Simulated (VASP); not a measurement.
Input of a VASP 6.6.1 run:

Contents of INCAR:

```
SYSTEM = Pd
AGGAC = 1.0 ; AGGAX = 1.0
ALDAC = 0.0 ; ALDAX = 1.0
ALGO = Normal ; EDIFF = 1E-6
ENCUT = 520 ; GGA = B5
ISIF = 2 ; ISMEAR = -1
ISPIN = 2 ; LASPH = .True.
LCHARG = .False. ; LMAXMIX = 4
LORBIT = 11 ; LREAL = .False.
LWAVE = .False. ; MAGMOM = 0.5
NBANDS = 15 ; NELM = 150
PREC = Accurate ; SIGMA = 0.05
```

KPOINTS

```
k-points
0
Gamma
  13 13 13
  0 0 0
```

File POSCAR:

```
Pd
1.0
    2.6329945589      0.0000000000      0.0000000000
    0.0000000000      2.6329945589      0.0000000000
    0.0000000000      0.0000000000      2.6329945589
Pd
1
Direct
    0.0000000000      0.0000000000      0.0000000000
```

Potentials or basis: VASP PAW PBE potentials, release 64 (Pd).

The run is started by

```console
$ cat potpaw_PBE.64/Pd/POTCAR > POTCAR
$ mpirun -np 1 vasp_std > vasp.out
```

(1) What does it give for the net moment?

(2) Predict the band gap on the k mesh.

(3) Estimate the pressure.

Answers

(1) 0.00 μB per cell.

(2) zero (filled and empty bands overlap).

(3) 4.5 GPa.

Caveat: the cell stands under pressure; the PAW data sets were made with another functional, which shifts forces and pressure a little.
